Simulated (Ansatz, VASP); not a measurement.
**BaO in VASP and in Ansatz**

```
CELL_PARAMETERS angstrom
0.00000 2.74493 2.74493
2.74493 0.00000 2.74493
2.74493 2.74493 0.00000
ATOMIC_POSITIONS crystal
Ba 0.00000 0.00000 0.00000
O 0.50000 0.50000 0.50000
```

Alike in both runs: functional PBEsol; k mesh 8 × 8 × 8; occupations gaussian, width 0.02 eV; no spin polarisation.

Ansatz relaxed the structure, and its values are those at the end. VASP's run is a single point on that final structure, the one shown.

```csv
,VASP,Ansatz
version,VASP 6.6.1,Ansatz 0.2.0
potentials or method,"VASP PAW PBE potentials, release 64 (Ba_sv, O), cutoff 600 eV","scalar-relativistic, plane waves, PAW"
valence electrons in the cell,16,16
```

|  | VASP | Ansatz | Ansatz less VASP |
| --- | --- | --- | --- |
| gap on the k mesh at the Fermi level (eV) | 1.77 | 1.84 | +0.069 |
| least direct gap on the mesh (eV) | 1.77 | 1.84 | +0.069 |
| pressure (GPa) | 1.8 | 0.0 | -1.84 |

VASP's potentials were made for PBE, not for PBEsol.

Spin-orbit coupling is off throughout.
